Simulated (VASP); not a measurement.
# GaP (l.bA) (F-43m) in VASP: single point with LDA

Aim: the single point of GaP (l.bA) with LDA.

All numbers are computed with VASP 6.6.1; they aren't measurements. Logs are shortened: lines on timing, memory, paths and dates and some standing lists are left out, and cuts for length are marked.

## 1. The cell of the first run

Symmetry: F-43m, No. 216, cubic system. The conventional cell has a = 5.440 Å, b = 5.440 Å, c = 5.440 Å, α = 90.00°, β = 90.00°, γ = 90.00°. Ga (site symmetry -43m) has 4 P at 2.36 Å within 3.1 Å. P (site symmetry -43m) has 4 Ga at 2.36 Å within 3.1 Å.

## 2. Single point, LDA

INCAR reads:

```
SYSTEM = GaP
ALGO = Normal
EDIFF = 1E-6
ENCUT = 500
GGA_COMPAT = .FALSE.
ISIF = 2
ISMEAR = 0
LASPH = .TRUE.
LCHARG = .TRUE.
LELF = .TRUE.
LREAL = .FALSE.
LVHAR = .TRUE.
LWAVE = .FALSE.
NBANDS = 16
NELM = 120
PREC = Accurate
SIGMA = 0.1
```

KPOINTS reads:

```
k-points
0
G
  6 6 6
  0 0 0
```

POSCAR reads:

```
GaP
1.0
    0.0000000000      2.7200000000      2.7200000000
    2.7200000000      0.0000000000      2.7200000000
    2.7200000000      2.7200000000      0.0000000000
Ga P
1 1
Direct
    0.0000000000      0.0000000000      0.0000000000
    0.2500000000      0.2500000000      0.2500000000
```

Potentials or basis: VASP PAW LDA potentials, release 64 (Ga_d, P).

On the command line:

```
$ cat potpaw_LDA.64/Ga_d/POTCAR potpaw_LDA.64/P/POTCAR > POTCAR
$ mpirun -np 1 vasp_std > vasp.out
```

OUTCAR:

```text
SYSTEM = GaP
   EDIFF = 1E-6
   ENCUT = 500
   ISIF = 2
   ISMEAR = 0
   LASPH = .TRUE.
   LREAL = .FALSE.
   NELM = 120
   PREC = Accurate

 ion  position               nearest neighbor table
   1  0.000  0.000  0.000-   2 2.36   2 2.36   2 2.36   2 2.36
   2  0.250  0.250  0.250-   1 2.36   1 2.36   1 2.36   1 2.36

  LATTYP: Found a face centered cubic cell.
 ALAT       =     5.4400000000

  Lattice vectors:

 A1 = (   0.0000000000,   2.7200000000,   2.7200000000)
 A2 = (   2.7200000000,   0.0000000000,   2.7200000000)
 A3 = (   2.7200000000,   2.7200000000,   0.0000000000)

Analysis of symmetry for initial positions (statically):
=====================================================================
 Subroutine PRICEL returns:
 Original cell was already a primitive cell.

 Routine SETGRP: Setting up the symmetry group for a
 face centered cubic supercell.

 Subroutine GETGRP returns: Found 24 space group operations
 (whereof 24 operations were pure point group operations)
 out of a pool of 48 trial point group operations.

The static configuration has the point symmetry T_d .

Analysis of symmetry for dynamics (positions and initial velocities):
=====================================================================
 Subroutine PRICEL returns:
 Original cell was already a primitive cell.

 Routine SETGRP: Setting up the symmetry group for a
 face centered cubic supercell.

 Subroutine GETGRP returns: Found 24 space group operations
 (whereof 24 operations were pure point group operations)
 out of a pool of 48 trial point group operations.

The dynamic configuration has the point symmetry T_d .

 Subroutine INISYM returns: Found 24 space group operations
 (whereof 24 operations are pure point group operations),
 and found     1 'primitive' translations

----------------------------------------------------------------------------------------

                                     Primitive cell

  volume of cell :      40.2473

  direct lattice vectors                    reciprocal lattice vectors
     0.000000000  2.720000000  2.720000000    -0.183823529  0.183823529  0.183823529
     2.720000000  0.000000000  2.720000000     0.183823529 -0.183823529  0.183823529
     2.720000000  2.720000000  0.000000000     0.183823529  0.183823529 -0.183823529

  length of vectors
     3.846660890  3.846660890  3.846660890     0.318391693  0.318391693  0.318391693

  position of ions in fractional coordinates (direct lattice)
     0.000000000  0.000000000  0.000000000
     0.250000000  0.250000000  0.250000000

  ion indices of the primitive-cell ions
   primitive index   ion index
                 1           1
                 2           2

----------------------------------------------------------------------------------------

 KPOINTS: k-points

Automatic generation of k-mesh.
 Grid dimensions read from file:
 generate k-points for:    6    6    6

 Generating k-lattice:

  Cartesian coordinates                     Fractional coordinates (reciprocal lattice)
    -0.030637255  0.030637255  0.030637255     0.166666667  0.000000000  0.000000000
     0.030637255 -0.030637255  0.030637255     0.000000000  0.166666667  0.000000000
     0.030637255  0.030637255 -0.030637255     0.000000000  0.000000000  0.166666667

  Length of vectors
     0.053065282  0.053065282  0.053065282

  Shift w.r.t. Gamma in fractional coordinates (k-lattice)
     0.000000000  0.000000000  0.000000000

 Subroutine IBZKPT returns following result:
 ===========================================

 Found     16 irreducible k-points:

 Following reciprocal coordinates:
            Coordinates               Weight
  0.000000  0.000000  0.000000      1.000000
  0.166667  0.000000  0.000000      8.000000
  0.333333  0.000000  0.000000      8.000000
  0.500000  0.000000  0.000000      4.000000
  0.166667  0.166667  0.000000      6.000000
  0.333333  0.166667  0.000000     24.000000
[... 8 lines left out ...]
 -0.333333  0.333333  0.166667     24.000000
 -0.333333  0.500000  0.166667     12.000000
   k-points           NKPTS =     16   k-points in BZ     NKDIM =     16   number of bands    NBANDS=     16
   number of dos      NEDOS =    301   number of ions     NIONS =      2
   total plane-waves  NPLWV =  21952
   dimension x,y,z NGX =    28 NGY =   28 NGZ =   28
   dimension x,y,z NGXF=    56 NGYF=   56 NGZF=   56
   ions per type =               1   1
   NGX,Y,Z   is equivalent  to a cutoff of  12.10, 12.10, 12.10 a.u.
   NGXF,Y,Z  is equivalent  to a cutoff of  24.20, 24.20, 24.20 a.u.
 SYSTEM =  GaP
   PREC   = accura    normal or accurate (medium, high low for compatibility)
   ISTART =      0    job   : 0-new  1-cont  2-samecut
   ICHARG =      2    charge: 1-file 2-atom 10-const
   ISPIN  =      1    spin polarized calculation?
   LNONCOLLINEAR =      F non collinear calculations
   LSORBIT =      F    spin-orbit coupling
   LASPH  =      T    aspherical Exc in radial PAW
   ENCUT  =  500.0 eV  36.75 Ry    6.06 a.u.   7.01  7.01  7.01*2*pi/ulx,y,z
   NELM   =    120;   NELMIN=  2; NELMDL= -5     # of ELM steps
   EDIFF  = 0.1E-05   stopping-criterion for ELM
   LREAL  =      F    real-space projection
   EDIFFG = 0.1E-04   stopping-criterion for IOM
   NSW    =      0    number of steps for IOM
   IBRION =     -1    ionic relax: 0-MD 1-quasi-New 2-CG
   NFREE  =      0    steps in history (QN), initial steepest desc. (CG)
   ISIF   =      2    stress and relaxation
   ISYM   =      2    0-nonsym 1-usesym 2-fastsym
   POTIM  = 0.5000    time-step for ionic-motion
   TEBEG  =    0.0;   TEEND  =   0.0 temperature during run
   PSTRESS=    0.0 pullay stress
   NELECT =      18.0000    total number of electrons
   NUPDOWN=      -1.0000    fix difference up-down
   EMIN   =  10.00;   EMAX   =-10.00  energy-range for DOS
   EFERMI =   0.00;   METHOD = LEGACY
   ISMEAR =     0;   SIGMA  =   0.10  broadening in eV -4-tet -1-fermi 0-gaus
   EFERMI_NEDOS =   21; number of points for ismear=-14 and -15
   IALGO  =     38    algorithm
   IMIX   =      4    mixing-type and parameters
     AMIX     =   0.40;   BMIX     =  1.00
     AMIX_MAG =   1.60;   BMIX_MAG =  1.00
  volume/ion in A,a.u.               =      20.12       135.80
  Fermi-wavevector in a.u.,A,eV,Ry     =   1.251949  2.365841 21.325462  1.567377
  Thomas-Fermi vector in A             =   2.385873
   LORBIT       =      0    0 simple, 1 ext, 2 COOP (PROOUT), +10 PAW based schemes
   GGA     = CA    functional components
   LHFCALC =     F    Hartree Fock is set to
   AEXX    =    0.0000 exact exchange contribution
   IVDW    =     0    specifies the selected vdW correction
   LEPSILON=     F    determine dielectric tensor
   LRPA    =     F    only Hartree local field effects (RPA)
 non-spin polarized calculation
 Gauss-broadening in eV      SIGMA  =   0.10
  energy-cutoff  :      500.00
  volume of cell :       40.25
 maximum number of plane-waves:      1034
   NGX = 13   NGY = 13   NGZ = 13

 number of electron      18.0000015 magnetization

 Free energy of the ion-electron system (eV)
  ---------------------------------------------------
  ext. energy  EPLUGINS =         0.00000000
  ---------------------------------------------------
  free energy    TOTEN  =       -10.42827731 eV

  energy without entropy =      -10.42827731  energy(sigma->0) =      -10.42827731

 E-fermi :   5.0350     XC(G=0): -10.1882

 val. band max:        4.5718555257   @ k =   0.0000   0.0000   0.0000
 cond. band min:       6.0507940648   @ k =   0.5000   0.5000   0.0000
 fundamental gap:      1.4789385391
 Fermi energy:         5.0349703856

 k-point     1 :       0.0000    0.0000    0.0000
  band No.  band energies     occupation
      1     -10.1512      2.00000
      2     -10.1512      2.00000
      3     -10.1512      2.00000
      4     -10.0516      2.00000
      5     -10.0516      2.00000
      6      -7.9830      2.00000
[... 8 lines left out ...]
     15      14.3739      0.00000
     16      14.3739      0.00000

 k-point     2 :       0.1667    0.0000    0.0000
  band No.  band energies     occupation
      1     -10.1725      2.00000
      2     -10.1433      2.00000
      3     -10.1433      2.00000
      4     -10.0515      2.00000
      5     -10.0515      2.00000
      6      -7.6242      2.00000
[... 8 lines left out ...]
     15      13.4997      0.00000
     16      14.3739      0.00000

 k-point     3 :       0.3333    0.0000    0.0000
  band No.  band energies     occupation
      1     -10.2106      2.00000
      2     -10.1308      2.00000
      3     -10.1308      2.00000
      4     -10.0480      2.00000
      5     -10.0480      2.00000
      6      -6.6636      2.00000
[... 8 lines left out ...]
     15      14.1727      0.00000
     16      14.1727      0.00000

 k-point     4 :       0.5000    0.0000    0.0000
  band No.  band energies     occupation
      1     -10.2282      2.00000
      2     -10.1265      2.00000
      3     -10.1265      2.00000
      4     -10.0442      2.00000
      5     -10.0442      2.00000
      6      -5.8788      2.00000
[... 8 lines left out ...]
     15      16.2509      0.00000
     16      16.2509      0.00000
[... 172 lines left out ...]
 k-point    14 :       0.5000    0.3333    0.1667
  band No.  band energies     occupation
      1     -10.2332      2.00000
      2     -10.1171      2.00000
      3     -10.1056      2.00000
      4     -10.0660      2.00000
      5     -10.0407      2.00000
      6      -5.8724      2.00000
[... 8 lines left out ...]
     15      16.2835      0.00000
     16      17.7862      0.00000

 k-point    15 :      -0.3333    0.3333    0.1667
  band No.  band energies     occupation
      1     -10.2388      2.00000
      2     -10.1173      2.00000
      3     -10.0988      2.00000
      4     -10.0627      2.00000
      5     -10.0439      2.00000
      6      -5.1961      2.00000
[... 8 lines left out ...]
     15      16.9607      0.00000
     16      17.2764      0.00000

 k-point    16 :      -0.3333    0.5000    0.1667
  band No.  band energies     occupation
      1     -10.2498      2.00000
      2     -10.1058      2.00000
      3     -10.0909      2.00000
      4     -10.0726      2.00000
      5     -10.0383      2.00000
      6      -4.8784      2.00000
[... 8 lines left out ...]
     15      16.4538      0.00000
     16      18.1559      0.00000

------------------------ aborting loop because EDIFF is reached ----------------------------------------

  FORCE on cell =-STRESS in cart. coord.  units (eV):
  Direction    XX          YY          ZZ          XY          YZ          ZX
  --------------------------------------------------------------------------------------
  -------------------------------------------------------------------------------------
  Total       -0.5535524     -0.5535524     -0.5535524      0.0000000      0.0000000      0.0000000
  in kB      -22.0359917    -22.0359917    -22.0359917      0.0000000      0.0000000      0.0000000
  external PRESSURE =     -22.0359917 kB  Pullay stress =       0.0000000 kB

 VOLUME and BASIS-vectors are now :
 -----------------------------------------------------------------------------
  energy-cutoff  :      500.00
  volume of cell :       40.25
      direct lattice vectors                 reciprocal lattice vectors
     0.000000000  2.720000000  2.720000000    -0.183823529  0.183823529  0.183823529
     2.720000000  0.000000000  2.720000000     0.183823529 -0.183823529  0.183823529
     2.720000000  2.720000000  0.000000000     0.183823529  0.183823529 -0.183823529

 POSITION                                       TOTAL-FORCE (eV/Angst)
 -----------------------------------------------------------------------------------
      0.00000      0.00000      0.00000        -0.000000     -0.000000      0.000000
      1.36000      1.36000      1.36000         0.000000      0.000000     -0.000000
 -----------------------------------------------------------------------------------
    total drift:                                0.000001      0.000001      0.000001

  FREE ENERGIE OF THE ION-ELECTRON SYSTEM (eV)
  ---------------------------------------------------
  free  energy   TOTEN  =       -10.4282773144 eV

  energy  without entropy=      -10.4282773144  energy(sigma->0) =      -10.42827731
```

Run time: 14 s. Hardware: 1 thread of AMD EPYC 7R13 (Zen 3), shared host; peak memory 0.1 GiB.

Results:

```
Free energy            : -10.4283 eV
Pressure               : -2.2 GPa
Band gap on the k mesh : 1.48 eV, indirect (least direct gap 1.68 eV)
```

Levels at points of the mesh, in eV from the valence-band top:
| k point | band 6 | band 7 | band 8 | band 9 | band 10 | band 11 | band 12 | band 13 |
| --- | --- | --- | --- | --- | --- | --- | --- | --- |
| (0.00, 0.00, 0.00) | -12.55 | 0.00 | 0.00 | 0.00 | 1.68 | 3.79 | 3.79 | 3.79 |
| (0.50, 0.00, 0.00) | -10.45 | -6.75 | -1.14 | -1.14 | 1.53 | 4.63 | 4.63 | 8.05 |
| (0.50, 0.50, 0.00) | -9.52 | -6.87 | -2.73 | -2.73 | 1.48 | 1.67 | 10.49 | 10.49 |

A k mesh can miss the band edges. A hybrid or GW would open this gap; LDA tends to underestimate it.
